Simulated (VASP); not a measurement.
# BAs (F-43m) in VASP: a series of runs

BAs is run at these levels: r2SCAN+rVV10; tasks: single point.

All numbers are computed with VASP 6.6.1; they aren't measurements. Logs are shortened: lines on timing, memory, paths and dates and some standing lists are left out, and cuts for length are marked.

**1. The cell of the first run**

Symmetry: F-43m, No. 216, cubic system. Conventional cell: a = 4.712 Å, b = 4.712 Å, c = 4.712 Å, α = 90.00°, β = 90.00°, γ = 90.00°. Within 2.7 Å of As (site symmetry -43m) lie 4 B at 2.04 Å. Within 2.7 Å of B (site symmetry -43m) lie 4 As at 2.04 Å.

**2. Single point, r2SCAN+rVV10**

Input file POSCAR:

```
BAs
1.0
    0.0000000000      2.3562190158      2.3562190158
    2.3562190158      0.0000000000      2.3562190158
    2.3562190158      2.3562190158      0.0000000000
As B
1 1
Direct
    0.7500000000      0.7500000000      0.7500000000
    0.0000000000      0.0000000000      0.0000000000
```

Input file INCAR.step1:

```
SYSTEM = BAs
  PREC = Accurate
  ENCUT = 520
  ISMEAR = -1
  SIGMA = 0.05
  LREAL = .FALSE.
  LASPH = .TRUE.
  NELM = 100
  NBANDS = 11
  GGA = PE
  ALGO = Normal
  EDIFF = 1E-4
  LWAVE = .TRUE.
  LCHARG = .FALSE.
```

Input file INCAR.step2:

```
SYSTEM = BAs
  PREC = Accurate
  ENCUT = 520
  EDIFF = 1E-6
  ISMEAR = -1
  SIGMA = 0.05
  LREAL = .FALSE.
  LASPH = .TRUE.
  NELM = 100
  ALGO = Normal
  ISIF = 2
  LWAVE = .FALSE.
  LCHARG = .FALSE.
  METAGGA = R2SCAN
  LMIXTAU = .TRUE.
  LUSE_VDW = .TRUE.
  IVDW_NL = 2
  BPARAM = 11.95
  CPARAM = 0.0093
  NBANDS = 11
  ISTART = 1
```

Input file KPOINTS:

```
regular mesh
0
G
  10 10 10
  0 0 0
```

Potentials or basis: VASP PAW PBE potentials, release 64 (As, B).

Run with:

```bash
> cat potpaw_PBE.64/As/POTCAR potpaw_PBE.64/B/POTCAR > POTCAR
> cp INCAR.step1 INCAR
> mpirun -np 1 vasp_std > vasp.out
> cp INCAR.step2 INCAR
> mpirun -np 1 vasp_std > vasp.out
```

OUTCAR:

```text
SYSTEM = BAs
   PREC = Accurate
   ENCUT = 520
   EDIFF = 1E-6
   ISMEAR = -1
   LREAL = .FALSE.
   LASPH = .TRUE.
   NELM = 100
   ISIF = 2
   METAGGA = R2SCAN
   IVDW_NL = 2
   BPARAM = 11.95
   ISTART = 1

 ion  position               nearest neighbor table
   1  0.750  0.750  0.750-   2 2.04   2 2.04   2 2.04   2 2.04
   2  0.000  0.000  0.000-   1 2.04   1 2.04   1 2.04   1 2.04

  LATTYP: Found a face centered cubic cell.
 ALAT       =     4.7124380316

  Lattice vectors:

 A1 = (   0.0000000000,   2.3562190158,   2.3562190158)
 A2 = (   2.3562190158,   0.0000000000,   2.3562190158)
 A3 = (   2.3562190158,   2.3562190158,   0.0000000000)

Analysis of symmetry for initial positions (statically):
=====================================================================
 Subroutine PRICEL returns:
 Original cell was already a primitive cell.

 Routine SETGRP: Setting up the symmetry group for a
 face centered cubic supercell.

 Subroutine GETGRP returns: Found 24 space group operations
 (whereof 24 operations were pure point group operations)
 out of a pool of 48 trial point group operations.

The static configuration has the point symmetry T_d .

Analysis of symmetry for dynamics (positions and initial velocities):
=====================================================================
 Subroutine PRICEL returns:
 Original cell was already a primitive cell.

 Routine SETGRP: Setting up the symmetry group for a
 face centered cubic supercell.

 Subroutine GETGRP returns: Found 24 space group operations
 (whereof 24 operations were pure point group operations)
 out of a pool of 48 trial point group operations.

The dynamic configuration has the point symmetry T_d .

 Subroutine INISYM returns: Found 24 space group operations
 (whereof 24 operations are pure point group operations),
 and found     1 'primitive' translations

----------------------------------------------------------------------------------------

                                     Primitive cell

  volume of cell :      26.1624

  direct lattice vectors                    reciprocal lattice vectors
     0.000000000  2.356219016  2.356219016    -0.212204382  0.212204382  0.212204382
     2.356219016  0.000000000  2.356219016     0.212204382 -0.212204382  0.212204382
     2.356219016  2.356219016  0.000000000     0.212204382  0.212204382 -0.212204382

  length of vectors
     3.332196888  3.332196888  3.332196888     0.367548771  0.367548771  0.367548771

  position of ions in fractional coordinates (direct lattice)
     0.750000000  0.750000000  0.750000000
     0.000000000  0.000000000  0.000000000

  ion indices of the primitive-cell ions
   primitive index   ion index
                 1           1
                 2           2

----------------------------------------------------------------------------------------

 KPOINTS: regular mesh

Automatic generation of k-mesh.
 Grid dimensions read from file:
 generate k-points for:   10   10   10

 Generating k-lattice:

  Cartesian coordinates                     Fractional coordinates (reciprocal lattice)
    -0.021220438  0.021220438  0.021220438     0.100000000  0.000000000  0.000000000
     0.021220438 -0.021220438  0.021220438     0.000000000  0.100000000  0.000000000
     0.021220438  0.021220438 -0.021220438     0.000000000  0.000000000  0.100000000

  Length of vectors
     0.036754877  0.036754877  0.036754877

  Shift w.r.t. Gamma in fractional coordinates (k-lattice)
     0.000000000  0.000000000  0.000000000

 Subroutine IBZKPT returns following result:
 ===========================================

 Found     47 irreducible k-points:

 Following reciprocal coordinates:
            Coordinates               Weight
  0.000000  0.000000  0.000000      1.000000
  0.100000  0.000000  0.000000      8.000000
  0.200000  0.000000  0.000000      8.000000
  0.300000  0.000000  0.000000      8.000000
  0.400000  0.000000  0.000000      8.000000
  0.500000  0.000000  0.000000      4.000000
[... 16 lines left out ...]
  0.300000  0.300000  0.000000      6.000000
  0.400000  0.300000  0.000000     24.000000
 [... further k-points ...]
   k-points           NKPTS =     47   k-points in BZ     NKDIM =     47   number of bands    NBANDS=     11
   number of dos      NEDOS =    301   number of ions     NIONS =      2
   total plane-waves  NPLWV =  21952
   dimension x,y,z NGX =    28 NGY =   28 NGZ =   28
   dimension x,y,z NGXF=    56 NGYF=   56 NGZF=   56
   ions per type =               1   1
   NGX,Y,Z   is equivalent  to a cutoff of  13.97, 13.97, 13.97 a.u.
   NGXF,Y,Z  is equivalent  to a cutoff of  27.94, 27.94, 27.94 a.u.
 SYSTEM =  BAs
   PREC   = accura    normal or accurate (medium, high low for compatibility)
   ISTART =      1    job   : 0-new  1-cont  2-samecut
   ICHARG =      0    charge: 1-file 2-atom 10-const
   ISPIN  =      1    spin polarized calculation?
   LNONCOLLINEAR =      F non collinear calculations
   LSORBIT =      F    spin-orbit coupling
   LASPH  =      T    aspherical Exc in radial PAW
   ENCUT  =  520.0 eV  38.22 Ry    6.18 a.u.   6.20  6.20  6.20*2*pi/ulx,y,z
   NELM   =    100;   NELMIN=  2; NELMDL=  0     # of ELM steps
   EDIFF  = 0.1E-05   stopping-criterion for ELM
   LREAL  =      F    real-space projection
   EDIFFG = 0.1E-04   stopping-criterion for IOM
   NSW    =      0    number of steps for IOM
   IBRION =     -1    ionic relax: 0-MD 1-quasi-New 2-CG
   NFREE  =      0    steps in history (QN), initial steepest desc. (CG)
   ISIF   =      2    stress and relaxation
   ISYM   =      2    0-nonsym 1-usesym 2-fastsym
   POTIM  = 0.5000    time-step for ionic-motion
   TEBEG  =    0.0;   TEEND  =   0.0 temperature during run
   PSTRESS=    0.0 pullay stress
   NELECT =       8.0000    total number of electrons
   NUPDOWN=      -1.0000    fix difference up-down
   EMIN   =  10.00;   EMAX   =-10.00  energy-range for DOS
   EFERMI =   0.00;   METHOD = LEGACY
   ISMEAR =    -1;   SIGMA  =   0.05  broadening in eV -4-tet -1-fermi 0-gaus
   EFERMI_NEDOS =   21; number of points for ismear=-14 and -15
   IALGO  =     38    algorithm
   IMIX   =      4    mixing-type and parameters
     AMIX     =   0.40;   BMIX     =  1.00
     AMIX_MAG =   1.60;   BMIX_MAG =  1.00
  volume/ion in A,a.u.               =      13.08        88.28
  Fermi-wavevector in a.u.,A,eV,Ry     =   1.102925  2.084225 16.550708  1.216443
  Thomas-Fermi vector in A             =   2.239375
   LORBIT       =      0    0 simple, 1 ext, 2 COOP (PROOUT), +10 PAW based schemes
   METAGGA = R2SCAN    functional components
   LHFCALC =     F    Hartree Fock is set to
   AEXX    =    0.0000 exact exchange contribution
   IVDW_NL    =     2    kernel type
   BPARAM     =11.9500
   IVDW    =     0    specifies the selected vdW correction
   LEPSILON=     F    determine dielectric tensor
   LRPA    =     F    only Hartree local field effects (RPA)
 non-spin polarized calculation
  energy-cutoff  :      520.00
  volume of cell :       26.16
 maximum number of plane-waves:       725
 NGX is ok and might be reduce to    28
   NGX = 13   NGY = 13   NGZ = 13

 number of electron       8.0000000 magnetization

 Free energy of the ion-electron system (eV)
  ---------------------------------------------------
  ext. energy  EPLUGINS =         0.00000000
  ---------------------------------------------------
  free energy    TOTEN  =       -22.11599897 eV

  energy without entropy =      -22.11599894  energy(sigma->0) =      -22.11599895

 E-fermi :   7.1176     XC(G=0): -11.3547

 val. band max:        6.4898754279   @ k =   0.0000   0.0000   0.0000
 cond. band min:       7.7802548019   @ k =   0.4000   0.4000   0.0000
 fundamental gap:      1.2903793740
 Fermi energy:         7.1175665606

 k-point     1 :       0.0000    0.0000    0.0000
  band No.  band energies     occupation
      1     -10.0747      2.00000
      2       6.4899      1.99999
      3       6.4899      1.99999
      4       6.4899      1.99999
      5       9.9750      0.00000
      6       9.9750      0.00000
      7       9.9750      0.00000
      8      12.1896      0.00000
      9      17.0151      0.00000
     10      20.0813      0.00000
     11      20.0813      0.00000

 k-point     2 :       0.1000    0.0000    0.0000
  band No.  band energies     occupation
      1      -9.8956      2.00000
      2       4.9875      2.00000
      3       6.1518      2.00000
      4       6.1518      2.00000
      5      10.2853      0.00000
      6      10.4190      0.00000
      7      10.4190      0.00000
      8      12.9843      0.00000
      9      17.7057      0.00000
     10      19.0021      0.00000
     11      19.0021      0.00000

 k-point     3 :       0.2000    0.0000    0.0000
  band No.  band energies     occupation
      1      -9.3662      2.00000
      2       2.4278      2.00000
      3       5.5144      2.00000
      4       5.5144      2.00000
      5      10.1826      0.00000
      6      11.2075      0.00000
      7      11.2075      0.00000
      8      14.6027      0.00000
      9      18.2527      0.00000
     10      18.2527      0.00000
     11      18.7073      0.00000

 k-point     4 :       0.3000    0.0000    0.0000
  band No.  band energies     occupation
      1      -8.5227      2.00000
      2      -0.0642      2.00000
      3       4.9546      2.00000
      4       4.9546      2.00000
      5       9.9374      0.00000
      6      11.6241      0.00000
      7      11.6241      0.00000
      8      15.8361      0.00000
      9      18.7873      0.00000
     10      18.7873      0.00000
     11      18.8237      0.00000
[... 239 lines left out ...]
 k-point    22 :      -0.2000    0.2000    0.0000
  band No.  band energies     occupation
      1      -8.2335      2.00000
      2       0.6011      2.00000
      3       2.0188      2.00000
      4       5.0573      2.00000
      5      10.8871      0.00000
      6      11.9966      0.00000
      7      13.0532      0.00000
      8      14.2469      0.00000
      9      16.8893      0.00000
     10      20.1568      0.00000
     11      22.0363      0.00000

 k-point    23 :       0.3000    0.3000    0.0000
  band No.  band energies     occupation
      1      -7.9751      2.00000
      2       0.9184      2.00000
      3       2.9644      2.00000
      4       2.9644      2.00000
      5       8.0163      0.00000
      6      10.4570      0.00000
      7      15.7447      0.00000
      8      15.7447      0.00000
      9      18.6766      0.00000
     10      22.4043      0.00000
     11      22.9772      0.00000

 k-point    24 :       0.4000    0.3000    0.0000
  band No.  band energies     occupation
      1      -7.1672      2.00000
      2      -0.4603      2.00000
      3       2.1147      2.00000
      4       2.6397      2.00000
      5       8.3409      0.00000
      6      10.1748      0.00000
      7      16.2050      0.00000
      8      16.4059      0.00000
      9      19.8093      0.00000
     10      23.3338      0.00000
     11      23.7910      0.00000

 [... further k-points ...]
[... 5 lines left out ...]
  --------------------------------------------------------------------------------------
  -------------------------------------------------------------------------------------
  Total        1.0929061      1.0929061      1.0929061      0.0000000      0.0000000     -0.0000000
  in kB       66.9293288     66.9293288     66.9293288      0.0000000      0.0000000     -0.0000000
  external PRESSURE =      66.9293288 kB  Pullay stress =       0.0000000 kB

 VOLUME and BASIS-vectors are now :
 -----------------------------------------------------------------------------
  energy-cutoff  :      520.00
  volume of cell :       26.16
      direct lattice vectors                 reciprocal lattice vectors
     0.000000000  2.356219016  2.356219016    -0.212204382  0.212204382  0.212204382
     2.356219016  0.000000000  2.356219016     0.212204382 -0.212204382  0.212204382
     2.356219016  2.356219016  0.000000000     0.212204382  0.212204382 -0.212204382

 POSITION                                       TOTAL-FORCE (eV/Angst)
 -----------------------------------------------------------------------------------
      3.53433      3.53433      3.53433         0.000000      0.000000      0.000000
      0.00000      0.00000      0.00000        -0.000000     -0.000000     -0.000000
 -----------------------------------------------------------------------------------
    total drift:                                0.000000      0.000000      0.000000

  FREE ENERGIE OF THE ION-ELECTRON SYSTEM (eV)
  ---------------------------------------------------
  free  energy   TOTEN  =       -22.1159989685 eV

  energy  without entropy=      -22.1159989386  energy(sigma->0) =      -22.11599895
```

Run time: 51 s. Hardware: 1 thread of Intel Xeon 6975P-C (Granite Rapids), shared host; peak memory 0.26 GiB.

Results:

```yaml
Free_energy: -22.1160 eV
Pressure: 6.7 GPa
Band_gap_on_the_k_mesh: 1.29 eV, indirect (least direct gap 3.49 eV)
```

Caveat: the PAW data sets were made with another functional, which shifts forces and pressure a little. A k mesh can miss the band edges.

[end of part 1 of 2]
